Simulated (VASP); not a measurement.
# CuO (Cccm) in VASP: notebook

CuO is run at these levels: PBE, PBE+U; tasks: single point.

All numbers are computed with VASP 6.6.1; they aren't measurements. Logs are shortened: lines on timing, memory, paths and dates and some standing lists are left out, and cuts for length are marked.

## 1. The cell of the first run

The structure is orthorhombic, space group Cccm (No. 66). Conventional cell: a = 3.982 Å, b = 4.307 Å, c = 5.156 Å, α = 90.00°, β = 90.00°, γ = 90.00°. Within 2.6 Å of Cu (site symmetry 2/m) lie 4 O at 1.95 Å. Within 2.6 Å of O (site symmetry 222) lie 4 Cu at 1.95 Å and 2 O at 2.58 Å.

## 2. Single point, PBE

INCAR

```
PREC = Accurate
ENCUT = 520
EDIFF = 1E-6
ISMEAR = 0
SIGMA = 0.05
LREAL = F
LASPH = T
NELM = 100
ALGO = Normal
ISIF = 2
LWAVE = F
LCHARG = T
GGA = PE
LELF = T
LVHAR = T
NBANDS = 25
```

KPOINTS

```
Automatic mesh
0
Gamma
  10 10 6
```

POSCAR

```
CuO
1.0
    1.9909680000     -2.1535500000      0.0000000000
    1.9909680000      2.1535500000      0.0000000000
    0.0000000000      0.0000000000      5.1559280000
Cu O
2 2
Direct
    0.0000000000      0.5000000000      0.0000000000
    0.5000000000      0.0000000000      0.5000000000
    0.5000000000      0.5000000000      0.2500000000
    0.5000000000      0.5000000000      0.7500000000
```

Potentials or basis: VASP PAW PBE potentials, release 64 (Cu, O).

The run is started by

```bash
$ cat potpaw_PBE.64/Cu/POTCAR potpaw_PBE.64/O/POTCAR > POTCAR
$ mpirun -np 1 vasp_std > vasp.out
```

OUTCAR:

```text
PREC = Accurate
   ENCUT = 520
   EDIFF = 1E-6
   ISMEAR = 0
   LREAL = F
   LASPH = T
   NELM = 100
   ISIF = 2
   GGA = PE

 ion  position               nearest neighbor table
   1  0.000  0.500  0.000-   3 1.95   4 1.95   3 1.95   4 1.95
   2  0.500  0.000  0.500-   3 1.95   4 1.95   3 1.95   4 1.95
   3  0.500  0.500  0.250-   1 1.95   2 1.95   2 1.95   1 1.95
   4  0.500  0.500  0.750-   1 1.95   2 1.95   2 1.95   1 1.95

  LATTYP: Found a base centered orthorhombic cell.
 ALAT       =     3.9819360000
 B/A-ratio  =     1.0816597755
 C/A-ratio  =     1.2948294498

  Lattice vectors:

 A1 = (   1.9909680000,  -2.1535500000,   0.0000000000)
 A2 = (   1.9909680000,   2.1535500000,   0.0000000000)
 A3 = (   0.0000000000,   0.0000000000,   5.1559280000)

Analysis of symmetry for initial positions (statically):
=====================================================================
 Subroutine PRICEL returns:
 Original cell was already a primitive cell.

 Routine SETGRP: Setting up the symmetry group for a
 base centered orthorhombic supercell.

 Subroutine GETGRP returns: Found  8 space group operations
 (whereof  4 operations were pure point group operations)
 out of a pool of  8 trial point group operations.

The static configuration has the point symmetry C_2h.
 The point group associated with its full space group is D_2h.

Analysis of symmetry for dynamics (positions and initial velocities):
=====================================================================
 Subroutine PRICEL returns:
 Original cell was already a primitive cell.

 Routine SETGRP: Setting up the symmetry group for a
 base centered orthorhombic supercell.

 Subroutine GETGRP returns: Found  8 space group operations
 (whereof  4 operations were pure point group operations)
 out of a pool of  8 trial point group operations.

The dynamic configuration has the point symmetry C_2h.
 The point group associated with its full space group is D_2h.

 Subroutine INISYM returns: Found  8 space group operations
 (whereof  4 operations are pure point group operations),
 and found     1 'primitive' translations

----------------------------------------------------------------------------------------

                                     Primitive cell

  volume of cell :      44.2136

  direct lattice vectors                    reciprocal lattice vectors
     1.990968000 -2.153550000  0.000000000     0.251134122 -0.232174781  0.000000000
     1.990968000  2.153550000  0.000000000     0.251134122  0.232174781  0.000000000
     0.000000000  0.000000000  5.155928000     0.000000000  0.000000000  0.193951506

  length of vectors
     2.932870809  2.932870809  5.155928000     0.342013854  0.342013854  0.193951506

  position of ions in fractional coordinates (direct lattice)
     0.000000000  0.500000000  0.000000000
     0.500000000  0.000000000  0.500000000
     0.500000000  0.500000000  0.250000000
     0.500000000  0.500000000  0.750000000

  ion indices of the primitive-cell ions
   primitive index   ion index
                 1           1
                 2           2
                 3           3
                 4           4

----------------------------------------------------------------------------------------

 KPOINTS: Automatic mesh

Automatic generation of k-mesh.
 Grid dimensions read from file:
 generate k-points for:   10   10    6

 Generating k-lattice:

  Cartesian coordinates                     Fractional coordinates (reciprocal lattice)
     0.025113412 -0.023217478  0.000000000     0.100000000  0.000000000  0.000000000
     0.025113412  0.023217478  0.000000000     0.000000000  0.100000000  0.000000000
     0.000000000  0.000000000  0.032325251     0.000000000  0.000000000  0.166666667

  Length of vectors
     0.034201385  0.034201385  0.032325251

  Shift w.r.t. Gamma in fractional coordinates (k-lattice)
     0.000000000  0.000000000  0.000000000

 Subroutine IBZKPT returns following result:
 ===========================================

 Found    124 irreducible k-points:

 Following reciprocal coordinates:
            Coordinates               Weight
  0.000000  0.000000  0.000000      1.000000
  0.100000  0.000000  0.000000      4.000000
  0.200000  0.000000  0.000000      4.000000
  0.300000  0.000000  0.000000      4.000000
  0.400000 -0.000000  0.000000      4.000000
  0.500000 -0.000000  0.000000      2.000000
[... 16 lines left out ...]
  0.300000  0.300000  0.000000      2.000000
  0.400000  0.300000  0.000000      4.000000
 [... further k-points ...]
   k-points           NKPTS =    124   k-points in BZ     NKDIM =    124   number of bands    NBANDS=     25
   number of dos      NEDOS =    301   number of ions     NIONS =      4
   total plane-waves  NPLWV =  23040
   dimension x,y,z NGX =    24 NGY =   24 NGZ =   40
   dimension x,y,z NGXF=    48 NGYF=   48 NGZF=   80
   ions per type =               2   2
   NGX,Y,Z   is equivalent  to a cutoff of  13.60, 13.60, 12.90 a.u.
   NGXF,Y,Z  is equivalent  to a cutoff of  27.21, 27.21, 25.79 a.u.
 SYSTEM =  unknown system
   PREC   = accura    normal or accurate (medium, high low for compatibility)
   ISTART =      0    job   : 0-new  1-cont  2-samecut
   ICHARG =      2    charge: 1-file 2-atom 10-const
   ISPIN  =      1    spin polarized calculation?
   LNONCOLLINEAR =      F non collinear calculations
   LSORBIT =      F    spin-orbit coupling
   LASPH  =      T    aspherical Exc in radial PAW
   ENCUT  =  520.0 eV  38.22 Ry    6.18 a.u.   5.45  5.45  9.59*2*pi/ulx,y,z
   NELM   =    100;   NELMIN=  2; NELMDL= -5     # of ELM steps
   EDIFF  = 0.1E-05   stopping-criterion for ELM
   LREAL  =      F    real-space projection
   EDIFFG = 0.1E-04   stopping-criterion for IOM
   NSW    =      0    number of steps for IOM
   IBRION =     -1    ionic relax: 0-MD 1-quasi-New 2-CG
   NFREE  =      0    steps in history (QN), initial steepest desc. (CG)
   ISIF   =      2    stress and relaxation
   ISYM   =      2    0-nonsym 1-usesym 2-fastsym
   POTIM  = 0.5000    time-step for ionic-motion
   TEBEG  =    0.0;   TEEND  =   0.0 temperature during run
   PSTRESS=    0.0 pullay stress
   NELECT =      34.0000    total number of electrons
   NUPDOWN=      -1.0000    fix difference up-down
   EMIN   =  10.00;   EMAX   =-10.00  energy-range for DOS
   EFERMI =   0.00;   METHOD = LEGACY
   ISMEAR =     0;   SIGMA  =   0.05  broadening in eV -4-tet -1-fermi 0-gaus
   EFERMI_NEDOS =   21; number of points for ismear=-14 and -15
   IALGO  =     38    algorithm
   IMIX   =      4    mixing-type and parameters
     AMIX     =   0.40;   BMIX     =  1.00
     AMIX_MAG =   1.60;   BMIX_MAG =  1.00
  volume/ion in A,a.u.               =      11.05        74.59
  Fermi-wavevector in a.u.,A,eV,Ry     =   1.499854  2.834314 30.607167  2.249563
  Thomas-Fermi vector in A             =   2.611430
   LORBIT       =      0    0 simple, 1 ext, 2 COOP (PROOUT), +10 PAW based schemes
   GGA     = PE    functional components
   LHFCALC =     F    Hartree Fock is set to
   AEXX    =    0.0000 exact exchange contribution
   IVDW    =     0    specifies the selected vdW correction
   LEPSILON=     F    determine dielectric tensor
   LRPA    =     F    only Hartree local field effects (RPA)
 non-spin polarized calculation
 Gauss-broadening in eV      SIGMA  =   0.05
  energy-cutoff  :      520.00
  volume of cell :       44.21
 maximum number of plane-waves:      1213
 NGX is ok and might be reduce to    24
   NGX = 11   NGY = 11   NGZ = 19

 number of electron      33.9999999 magnetization

 Free energy of the ion-electron system (eV)
  ---------------------------------------------------
  ext. energy  EPLUGINS =         0.00000000
  ---------------------------------------------------
  free energy    TOTEN  =       -19.71896170 eV

  energy without entropy =      -19.71538427  energy(sigma->0) =      -19.71717299

 E-fermi :   4.9122     XC(G=0): -11.3344

 val. band max:        4.9102863155   @ k =   0.3000   0.2000   0.3333
 cond. band min:       4.9453771626   @ k =  -0.1000   0.1000   0.3333
 fundamental gap:      0.0350908472
 Fermi energy:         4.9121704236

 k-point     1 :       0.0000    0.0000    0.0000
  band No.  band energies     occupation
      1     -14.8777      2.00000
      2     -13.5785      2.00000
      3      -3.1842      2.00000
      4      -0.5701      2.00000
      5      -0.4086      2.00000
      6       1.1975      2.00000
[... 17 lines left out ...]
     24      19.5218      0.00000
     25      19.7890      0.00000

 k-point     2 :       0.1000    0.0000    0.0000
  band No.  band energies     occupation
      1     -14.8252      2.00000
      2     -13.5625      2.00000
      3      -3.0920      2.00000
      4      -0.5889      2.00000
      5      -0.4156      2.00000
      6       0.6471      2.00000
[... 17 lines left out ...]
     24      19.6519      0.00000
     25      19.8584      0.00000

 k-point     3 :       0.2000    0.0000    0.0000
  band No.  band energies     occupation
      1     -14.6835      2.00000
      2     -13.5196      2.00000
      3      -2.8406      2.00000
      4      -0.6609      2.00000
      5      -0.3785      2.00000
      6      -0.3266      2.00000
[... 17 lines left out ...]
     24      19.7310      0.00000
     25      20.0004      0.00000

 k-point     4 :       0.3000    0.0000    0.0000
  band No.  band energies     occupation
      1     -14.4994      2.00000
      2     -13.4659      2.00000
      3      -2.5072      2.00000
      4      -1.2560      2.00000
      5      -0.7134      2.00000
      6      -0.3026      2.00000
[... 17 lines left out ...]
     24      19.1010      0.00000
     25      19.8802      0.00000
[... 477 lines left out ...]
 k-point    22 :      -0.2000    0.2000    0.0000
  band No.  band energies     occupation
      1     -14.5075      2.00000
      2     -13.4724      2.00000
      3      -2.5077      2.00000
      4      -0.5143      2.00000
      5      -0.4894      2.00000
      6      -0.3473      2.00000
[... 17 lines left out ...]
     24      17.4258      0.00000
     25      20.4074      0.00000

 k-point    23 :       0.3000    0.3000    0.0000
  band No.  band energies     occupation
      1     -14.1376      2.00000
      2     -13.3693      2.00000
      3      -1.7879      2.00000
      4      -1.1183      2.00000
      5      -1.0159      2.00000
      6      -0.6691      2.00000
[... 17 lines left out ...]
     24      15.7486      0.00000
     25      19.9868      0.00000

 k-point    24 :       0.4000    0.3000    0.0000
  band No.  band energies     occupation
      1     -13.9972      2.00000
      2     -13.3367      2.00000
      3      -1.6679      2.00000
      4      -1.4503      2.00000
      5      -0.9732      2.00000
      6      -0.5785      2.00000
[... 17 lines left out ...]
     24      16.3137      0.00000
     25      19.1318      0.00000

 [... further k-points ...]

------------------------ aborting loop because EDIFF is reached ----------------------------------------

  FORCE on cell =-STRESS in cart. coord.  units (eV):
  Direction    XX          YY          ZZ          XY          YZ          ZX
  --------------------------------------------------------------------------------------
  -------------------------------------------------------------------------------------
  Total        0.6649592      0.4200638      0.6610393      0.0000000      0.0000000      0.0000000
  in kB       24.0962530     15.2219302     23.9542045      0.0000000      0.0000000      0.0000000
  external PRESSURE =      21.0907959 kB  Pullay stress =       0.0000000 kB

 VOLUME and BASIS-vectors are now :
 -----------------------------------------------------------------------------
  energy-cutoff  :      520.00
  volume of cell :       44.21
      direct lattice vectors                 reciprocal lattice vectors
     1.990968000 -2.153550000  0.000000000     0.251134122 -0.232174781  0.000000000
     1.990968000  2.153550000  0.000000000     0.251134122  0.232174781  0.000000000
     0.000000000  0.000000000  5.155928000     0.000000000  0.000000000  0.193951506

 POSITION                                       TOTAL-FORCE (eV/Angst)
 -----------------------------------------------------------------------------------
      0.99548      1.07678      0.00000         0.000000     -0.000000      0.000000
      0.99548     -1.07678      2.57796         0.000000     -0.000000      0.000000
      1.99097      0.00000      1.28898         0.000000      0.000000      0.000000
      1.99097      0.00000      3.86695         0.000000     -0.000000     -0.000000
 -----------------------------------------------------------------------------------
    total drift:                                0.000000     -0.000000     -0.000000

  FREE ENERGIE OF THE ION-ELECTRON SYSTEM (eV)
  ---------------------------------------------------
  free  energy   TOTEN  =       -19.7189616973 eV

  energy  without entropy=      -19.7153842748  energy(sigma->0) =      -19.71717299
```

Run time: 2.6 min. Hardware: 1 thread of Intel Xeon 6975P-C (Granite Rapids), shared host; peak memory 0.23 GiB.

Results:

```yaml
Free_energy: -19.7190 eV
Pressure: 2.1 GPa
Band_gap_on_the_k_mesh: zero (bands 17 and 18 overlap by 1.09 eV)
```

Stress tensor (GPa, compression positive):
```
2.41 0.00 0.00
0.00 1.52 0.00
0.00 0.00 2.40
```

Levels at points of the mesh, in eV from the Fermi level:
| k point | band 14 | band 15 | band 16 | band 17 | band 18 | band 19 | band 20 | band 21 |
| --- | --- | --- | --- | --- | --- | --- | --- | --- |
| (0.00, 0.00, 0.00) | -2.37 | -2.31 | -1.91 | 0.57 | 0.76 | 1.42 | 6.13 | 7.30 |
| (0.50, 0.00, 0.00) | -1.89 | -1.58 | -1.51 | 0.21 | 0.45 | 3.72 | 5.92 | 6.42 |
| (0.50, 0.50, 0.00) | -2.34 | -1.62 | -1.23 | -1.18 | 1.12 | 2.21 | 7.25 | 9.18 |
| (0.00, 0.00, 0.50) | -2.28 | -1.56 | -1.56 | 0.11 | 0.11 | 3.50 | 3.50 | 11.64 |
| (0.50, 0.00, 0.50) | -2.35 | -2.01 | -1.83 | -0.17 | 0.66 | 4.35 | 5.91 | 8.19 |
| (0.50, 0.50, 0.50) | -1.91 | -1.42 | -1.42 | -0.51 | -0.51 | 4.07 | 4.07 | 10.11 |

Caveat: semilocal functionals often make such compounds metallic where correlation or magnetic order opens a gap, which also shifts bond lengths. With open d or f shells a metallic result of PBE can be an artefact of self-interaction; +U or a hybrid may open a gap.

## 3. Single point, PBE+U

INCAR

```
PREC = Accurate
ENCUT = 520
EDIFF = 1E-6
ISMEAR = 0
SIGMA = 0.05
LREAL = F
LASPH = T
NELM = 150
ALGO = Normal
ISIF = 2
LWAVE = F
LCHARG = F
LMAXMIX = 4
LDAU = T
LDAUTYPE = 2
LDAUL = 2 -1
LDAUU = 4 0
LDAUJ = 0 0
LDAUPRINT = 1
GGA = PE
NBANDS = 25
```

KPOINTS

```
regular mesh
0
Gamma
  10 10 6
```

POSCAR is that of step 2.

Potentials or basis: VASP PAW PBE potentials, release 64 (Cu, O).

The run is started by

```bash
$ cat potpaw_PBE.64/Cu/POTCAR potpaw_PBE.64/O/POTCAR > POTCAR
$ mpirun -np 1 vasp_std > vasp.out
```

Run time: 1.9 min. Hardware: 1 thread of Intel Xeon 6975P-C (Granite Rapids), shared host; peak memory 0.24 GiB.

Results (log left out):

* Free energy: -16.9707 eV
* Pressure: 0.0 GPa
* Band gap on the k mesh: zero (bands 17 and 18 overlap by 1.12 eV)

Stress tensor (GPa, compression positive):
```
 0.26  0.00  0.00
 0.00 -0.37  0.00
 0.00  0.00 -0.01
```

Levels at points of the mesh, in eV from the Fermi level:
```
           k point  band 14  band 15  band 16  band 17  band 18  band 19  band 20  band 21
(0.00, 0.00, 0.00)    -3.12    -2.52    -2.22     0.57     0.77     1.58     6.52     7.51
(0.50, 0.00, 0.00)    -2.43    -2.16    -1.79     0.27     0.52     4.16     6.16     6.83
(0.50, 0.50, 0.00)    -3.16    -1.76    -1.75    -1.65     1.19     2.65     7.73     9.50
(0.00, 0.00, 0.50)    -2.82    -1.88    -1.88     0.16     0.16     3.68     3.68    12.01
(0.50, 0.00, 0.50)    -2.61    -2.60    -2.42    -0.25     0.65     4.75     6.16     8.55
(0.50, 0.50, 0.50)    -2.37    -1.96    -1.96    -0.51    -0.51     4.45     4.45    10.48
```

Eigenvalues of the final occupation matrices:
| site | spin | trace | eigenvalues |
| --- | --- | --- | --- |
| site 1 d | 1 | 4.63 | 0.79 0.94 0.96 0.96 0.97 |
| site 1 d | 2 | 4.63 | 0.79 0.94 0.96 0.96 0.97 |
| site 2 d | 1 | 4.63 | 0.79 0.94 0.96 0.96 0.97 |
| site 2 d | 2 | 4.63 | 0.79 0.94 0.96 0.96 0.97 |

Caveat: U without spin polarisation on a metal has little footing.

(Part 1 of 2 ends here.)

The gap in the log of VASP goes by the Fermi energy; the results here count the filled bands.